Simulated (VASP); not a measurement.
# Mg2As (P4_2/nmc) in VASP: further runs

The runs below take Mg2As through single point, relaxation of cell and atoms, with PBE.

All numbers are computed with VASP 6.6.1; they aren't measurements. Logs are shortened: lines on timing, memory, paths and dates and some standing lists are left out, and cuts for length are marked.

## Step 1: The cell of the first run

The structure is tetragonal, space group P4_2/nmc (No. 137). The conventional cell has a = 4.515 Å, b = 4.515 Å, c = 6.500 Å, α = 90.00°, β = 90.00°, γ = 90.00°. Mg (site symmetry 2mm) has 4 As at 2.61 to 2.97 Å and 6 Mg at 3.25 Å within 3.4 Å. Within 3.4 Å of As (site symmetry -4m2) lie 8 Mg at 2.61 to 2.97 Å.

## Step 2: Single point, PBE

File INCAR:

```
ALGO     = Normal         # electronic algorithm
EDIFF    = 1E-7           # SCF threshold, eV
ENCUT    = 520            # plane-wave cutoff, eV
GGA      = PE             # functional
ISIF     = 2              # what is computed and relaxed
ISMEAR   = 0              # smearing method
LASPH    = T              # aspherical terms in the spheres
LCHARG   = F              # write CHGCAR
LREAL    = F              # projectors in reciprocal space
LWAVE    = F              # write WAVECAR
NBANDS   = 18             # bands
NELM     = 100            # most SCF steps
PREC     = Accurate       # precision mode
SIGMA    = 0.1            # smearing width, eV
```

File KPOINTS:

```
k-points
0
Gamma
  4 4 4
```

File POSCAR:

```
Mg2As
1.0
    4.5150443395      0.0000000000      0.0000000000
    0.0000000000      4.5150443395      0.0000000000
    0.0000000000      0.0000000000      6.4999261828
Mg As
4 2
Direct
    0.0000000000      0.5000000000      0.2030000000
    0.0000000000      0.5000000000      0.7030000000
    0.5000000000      0.0000000000      0.2970000000
    0.5000000000      0.0000000000      0.7970000000
    0.0000000000      0.0000000000      0.0000000000
    0.5000000000      0.5000000000      0.5000000000
```

Potentials or basis: VASP PAW PBE potentials, release 64 (Mg, As).

On the command line:

```sh
cat potpaw_PBE.64/Mg/POTCAR potpaw_PBE.64/As/POTCAR > POTCAR
mpirun -np 1 vasp_std > vasp.out
```

OUTCAR:

```text
EDIFF = 1E-7
   ENCUT = 520
   GGA = PE
   ISIF = 2
   ISMEAR = 0
   LASPH = T
   LREAL = F
   NELM = 100
   PREC = Accurate

 ion  position               nearest neighbor table
   1  0.000  0.500  0.203-   5 2.61   5 2.61   6 2.97   6 2.97   2 3.25   2 3.25   3 3.25   3 3.25
                             3 3.25   3 3.25
   2  0.000  0.500  0.703-   6 2.61   6 2.61   5 2.97   5 2.97   1 3.25   1 3.25   4 3.25   4 3.25
                             4 3.25   4 3.25
   3  0.500  0.000  0.297-   6 2.61   6 2.61   5 2.97   5 2.97   4 3.25   4 3.25   1 3.25   1 3.25
                             1 3.25   1 3.25
   4  0.500  0.000  0.797-   5 2.61   5 2.61   6 2.97   6 2.97   3 3.25   3 3.25   2 3.25   2 3.25
                             2 3.25   2 3.25
   5  0.000  0.000  0.000-   1 2.61   4 2.61   1 2.61   4 2.61   3 2.97   2 2.97   3 2.97   2 2.97

   6  0.500  0.500  0.500-   2 2.61   3 2.61   3 2.61   2 2.61   1 2.97   4 2.97   1 2.97   4 2.97

  LATTYP: Found a simple tetragonal cell.
 ALAT       =     4.5150443395
 C/A-ratio  =     1.4396151386

  Lattice vectors:

 A1 = (   4.5150443395,   0.0000000000,   0.0000000000)
 A2 = (   0.0000000000,   4.5150443395,   0.0000000000)
 A3 = (   0.0000000000,   0.0000000000,   6.4999261828)

Analysis of symmetry for initial positions (statically):
=====================================================================
 Subroutine PRICEL returns:
 Original cell was already a primitive cell.

 Routine SETGRP: Setting up the symmetry group for a
 simple tetragonal supercell.

 Subroutine GETGRP returns: Found 16 space group operations
 (whereof  8 operations were pure point group operations)
 out of a pool of 16 trial point group operations.

The static configuration has the point symmetry D_2d.
 The point group associated with its full space group is D_4h.

Analysis of symmetry for dynamics (positions and initial velocities):
=====================================================================
 Subroutine PRICEL returns:
 Original cell was already a primitive cell.

 Routine SETGRP: Setting up the symmetry group for a
 simple tetragonal supercell.

 Subroutine GETGRP returns: Found 16 space group operations
 (whereof  8 operations were pure point group operations)
 out of a pool of 16 trial point group operations.

The dynamic configuration has the point symmetry D_2d.
 The point group associated with its full space group is D_4h.

 Subroutine INISYM returns: Found 16 space group operations
 (whereof  8 operations are pure point group operations),
 and found     1 'primitive' translations

----------------------------------------------------------------------------------------

                                     Primitive cell

  volume of cell :     132.5051

  direct lattice vectors                    reciprocal lattice vectors
     4.515044340  0.000000000  0.000000000     0.221481767  0.000000000  0.000000000
     0.000000000  4.515044340  0.000000000     0.000000000  0.221481767  0.000000000
     0.000000000  0.000000000  6.499926183     0.000000000  0.000000000  0.153847901

  length of vectors
     4.515044340  4.515044340  6.499926183     0.221481767  0.221481767  0.153847901

  position of ions in fractional coordinates (direct lattice)
     0.000000000  0.500000000  0.203000000
     0.000000000  0.500000000  0.703000000
     0.500000000  0.000000000  0.297000000
     0.500000000  0.000000000  0.797000000
     0.000000000  0.000000000  0.000000000
     0.500000000  0.500000000  0.500000000

  ion indices of the primitive-cell ions
   primitive index   ion index
                 1           1
                 2           2
                 3           3
                 4           4
                 5           5
                 6           6

----------------------------------------------------------------------------------------

 KPOINTS: k-points

Automatic generation of k-mesh.
 Grid dimensions read from file:
 generate k-points for:    4    4    4

 Generating k-lattice:

  Cartesian coordinates                     Fractional coordinates (reciprocal lattice)
     0.055370442  0.000000000  0.000000000     0.250000000  0.000000000  0.000000000
     0.000000000  0.055370442  0.000000000     0.000000000  0.250000000  0.000000000
     0.000000000  0.000000000  0.038461975     0.000000000  0.000000000  0.250000000

  Length of vectors
     0.055370442  0.055370442  0.038461975

  Shift w.r.t. Gamma in fractional coordinates (k-lattice)
     0.000000000  0.000000000  0.000000000

 Subroutine IBZKPT returns following result:
 ===========================================

 Found     18 irreducible k-points:

 Following reciprocal coordinates:
            Coordinates               Weight
  0.000000  0.000000  0.000000      1.000000
  0.250000  0.000000  0.000000      4.000000
  0.500000  0.000000  0.000000      2.000000
  0.250000  0.250000  0.000000      4.000000
  0.500000  0.250000  0.000000      4.000000
  0.500000  0.500000  0.000000      1.000000
[... 10 lines left out ...]
  0.500000  0.250000  0.500000      4.000000
  0.500000  0.500000  0.500000      1.000000
   k-points           NKPTS =     18   k-points in BZ     NKDIM =     18   number of bands    NBANDS=     18
   number of dos      NEDOS =    301   number of ions     NIONS =      6
   total plane-waves  NPLWV =  62208
   dimension x,y,z NGX =    36 NGY =   36 NGZ =   48
   dimension x,y,z NGXF=    72 NGYF=   72 NGZF=   96
   ions per type =               4   2
   NGX,Y,Z   is equivalent  to a cutoff of  13.26, 13.26, 12.28 a.u.
   NGXF,Y,Z  is equivalent  to a cutoff of  26.51, 26.51, 24.55 a.u.
 SYSTEM =  unknown system
   PREC   = accura    normal or accurate (medium, high low for compatibility)
   ISTART =      0    job   : 0-new  1-cont  2-samecut
   ICHARG =      2    charge: 1-file 2-atom 10-const
   ISPIN  =      1    spin polarized calculation?
   LNONCOLLINEAR =      F non collinear calculations
   LSORBIT =      F    spin-orbit coupling
   LASPH  =      T    aspherical Exc in radial PAW
   ENCUT  =  520.0 eV  38.22 Ry    6.18 a.u.   8.39  8.39 12.09*2*pi/ulx,y,z
   NELM   =    100;   NELMIN=  2; NELMDL= -5     # of ELM steps
   EDIFF  = 0.1E-06   stopping-criterion for ELM
   LREAL  =      F    real-space projection
   EDIFFG = 0.1E-05   stopping-criterion for IOM
   NSW    =      0    number of steps for IOM
   IBRION =     -1    ionic relax: 0-MD 1-quasi-New 2-CG
   NFREE  =      0    steps in history (QN), initial steepest desc. (CG)
   ISIF   =      2    stress and relaxation
   ISYM   =      2    0-nonsym 1-usesym 2-fastsym
   POTIM  = 0.5000    time-step for ionic-motion
   TEBEG  =    0.0;   TEEND  =   0.0 temperature during run
   PSTRESS=    0.0 pullay stress
   NELECT =      18.0000    total number of electrons
   NUPDOWN=      -1.0000    fix difference up-down
   EMIN   =  10.00;   EMAX   =-10.00  energy-range for DOS
   EFERMI =   0.00;   METHOD = LEGACY
   ISMEAR =     0;   SIGMA  =   0.10  broadening in eV -4-tet -1-fermi 0-gaus
   EFERMI_NEDOS =   21; number of points for ismear=-14 and -15
   IALGO  =     38    algorithm
   IMIX   =      4    mixing-type and parameters
     AMIX     =   0.40;   BMIX     =  1.00
     AMIX_MAG =   1.60;   BMIX_MAG =  1.00
  volume/ion in A,a.u.               =      22.08       149.03
  Fermi-wavevector in a.u.,A,eV,Ry     =   0.841566  1.590329  9.636099  0.708233
  Thomas-Fermi vector in A             =   1.956131
   LORBIT       =      0    0 simple, 1 ext, 2 COOP (PROOUT), +10 PAW based schemes
   GGA     = PE    functional components
   LHFCALC =     F    Hartree Fock is set to
   AEXX    =    0.0000 exact exchange contribution
   IVDW    =     0    specifies the selected vdW correction
   LEPSILON=     F    determine dielectric tensor
   LRPA    =     F    only Hartree local field effects (RPA)
 non-spin polarized calculation
 Gauss-broadening in eV      SIGMA  =   0.10
  energy-cutoff  :      520.00
  volume of cell :      132.51
 maximum number of plane-waves:      3594
 NGX is ok and might be reduce to    36
   NGX = 17   NGY = 17   NGZ = 25

 number of electron      18.0000002 magnetization

 Free energy of the ion-electron system (eV)
  ---------------------------------------------------
  ext. energy  EPLUGINS =         0.00000000
  ---------------------------------------------------
  free energy    TOTEN  =       -17.02089119 eV

  energy without entropy =      -16.99995670  energy(sigma->0) =      -17.01042395

 E-fermi :   4.1966     XC(G=0):  -8.9025

 val. band max:        4.1368469641   @ k =   0.2500   0.0000   0.0000
 cond. band min:       4.2371609185   @ k =   0.5000   0.0000   0.2500
 fundamental gap:      0.1003139545
 Fermi energy:         4.1966011888

 k-point     1 :       0.0000    0.0000    0.0000
  band No.  band energies     occupation
      1      -8.2487      2.00000
      2      -7.3212      2.00000
      3      -1.7467      2.00000
      4       0.3895      2.00000
      5       0.3895      2.00000
      6       1.7586      2.00000
[... 10 lines left out ...]
     17       9.2756      0.00000
     18      10.0693      0.00000

 k-point     2 :       0.2500    0.0000    0.0000
  band No.  band energies     occupation
      1      -8.0230      2.00000
      2      -7.3249      2.00000
      3      -1.3470      2.00000
      4      -0.7952      2.00000
      5      -0.0940      2.00000
      6       0.6512      2.00000
[... 10 lines left out ...]
     17       8.4175      0.00000
     18       8.6360      0.00000

 k-point     3 :       0.5000    0.0000    0.0000
  band No.  band energies     occupation
      1      -7.5576      2.00000
      2      -7.5576      2.00000
      3      -1.2720      2.00000
      4      -1.2720      2.00000
      5      -0.2343      2.00000
      6      -0.2343      2.00000
[... 10 lines left out ...]
     17       7.6274      0.00000
     18       7.6274      0.00000

 k-point     4 :       0.2500    0.2500    0.0000
  band No.  band energies     occupation
      1      -7.8186      2.00000
      2      -7.2920      2.00000
      3      -0.9659      2.00000
      4      -0.9439      2.00000
      5      -0.5742      2.00000
      6      -0.0918      2.00000
[... 10 lines left out ...]
     17       7.9881      0.00000
     18      10.0255      0.00000

 k-point     5 :       0.5000    0.2500    0.0000
  band No.  band energies     occupation
      1      -7.4277      2.00000
      2      -7.4277      2.00000
      3      -1.3773      2.00000
      4      -1.3773      2.00000
      5       0.0422      2.00000
      6       0.0422      2.00000
[... 10 lines left out ...]
     17       9.3453      0.00000
     18       9.3453      0.00000

 k-point     6 :       0.5000    0.5000    0.0000
  band No.  band energies     occupation
      1      -7.2837      2.00000
      2      -7.2837      2.00000
      3      -1.7155      2.00000
      4      -1.7155      2.00000
      5       0.3107      2.00000
      6       0.3107      2.00000
[... 181 lines left out ...]
 k-point    15 :       0.5000    0.0000    0.5000
  band No.  band energies     occupation
      1      -7.5361      2.00000
      2      -7.5361      2.00000
      3      -1.9856      2.00000
      4      -1.9856      2.00000
      5       1.2901      2.00000
      6       1.2901      2.00000
[... 10 lines left out ...]
     17       9.8294      0.00000
     18       9.8294      0.00000

 k-point    16 :       0.2500    0.2500    0.5000
  band No.  band energies     occupation
      1      -7.5608      2.00000
      2      -7.5608      2.00000
      3      -1.2217      2.00000
      4      -1.2217      2.00000
      5      -0.2486      2.00000
      6      -0.2486      2.00000
[... 10 lines left out ...]
     17       7.6509      0.00000
     18       7.6509      0.00000

 k-point    17 :       0.5000    0.2500    0.5000
  band No.  band energies     occupation
      1      -7.4120      2.00000
      2      -7.4120      2.00000
      3      -1.6320      2.00000
      4      -1.6320      2.00000
      5      -0.1263      2.00000
      6      -0.1263      2.00000
[... 10 lines left out ...]
     17       8.6328      0.00000
     18       8.6328      0.00000

 k-point    18 :       0.5000    0.5000    0.5000
  band No.  band energies     occupation
      1      -7.2751      2.00000
      2      -7.2751      2.00000
      3      -0.9726      2.00000
      4      -0.9726      2.00000
      5      -0.9726      2.00000
      6      -0.9726      2.00000
[... 10 lines left out ...]
     17      10.8935      0.00000
     18      10.8935      0.00000

------------------------ aborting loop because EDIFF is reached ----------------------------------------

  FORCE on cell =-STRESS in cart. coord.  units (eV):
  Direction    XX          YY          ZZ          XY          YZ          ZX
  --------------------------------------------------------------------------------------
  -------------------------------------------------------------------------------------
  Total        3.1461538      3.1461538      0.5909735      0.0000000      0.0000000      0.0000000
  in kB       38.0415376     38.0415376      7.1457223      0.0000000      0.0000000      0.0000000
  external PRESSURE =      27.7429325 kB  Pullay stress =       0.0000000 kB

 VOLUME and BASIS-vectors are now :
 -----------------------------------------------------------------------------
  energy-cutoff  :      520.00
  volume of cell :      132.51
      direct lattice vectors                 reciprocal lattice vectors
     4.515044340  0.000000000  0.000000000     0.221481767  0.000000000  0.000000000
     0.000000000  4.515044340  0.000000000     0.000000000  0.221481767  0.000000000
     0.000000000  0.000000000  6.499926183     0.000000000  0.000000000  0.153847901

 POSITION                                       TOTAL-FORCE (eV/Angst)
 -----------------------------------------------------------------------------------
      0.00000      2.25752      1.31949         0.000000      0.000000      0.424117
      0.00000      2.25752      4.56945         0.000000     -0.000000      0.424117
      2.25752      0.00000      1.93048         0.000000     -0.000000     -0.424117
      2.25752      0.00000      5.18044         0.000000      0.000000     -0.424117
      0.00000      0.00000      0.00000         0.000000     -0.000000      0.000000
      2.25752      2.25752      3.24996        -0.000000      0.000000      0.000000
 -----------------------------------------------------------------------------------
    total drift:                                0.000000      0.000000      0.000000

  FREE ENERGIE OF THE ION-ELECTRON SYSTEM (eV)
  ---------------------------------------------------
  free  energy   TOTEN  =       -17.0208911895 eV

  energy  without entropy=      -16.9999567040  energy(sigma->0) =      -17.01042395
```

It took 28 s on 1 thread of AMD EPYC 9R45 (Zen 5), shared host; peak memory 0.21 GiB.

Results:

```yaml
Free_energy: -17.0209 eV
Pressure: 2.8 GPa
Largest_force: 0.424 eV/Å
Band_gap_on_the_k_mesh: zero (bands 9 and 10 overlap by 2.04 eV)
```

Forces on the atoms (eV/Å):
```
Mg   0.000  0.000  0.424
Mg   0.000  0.000  0.424
Mg   0.000  0.000 -0.424
Mg   0.000  0.000 -0.424
As   0.000  0.000  0.000
As   0.000  0.000  0.000
```

(Continued in part 2 of 2.)
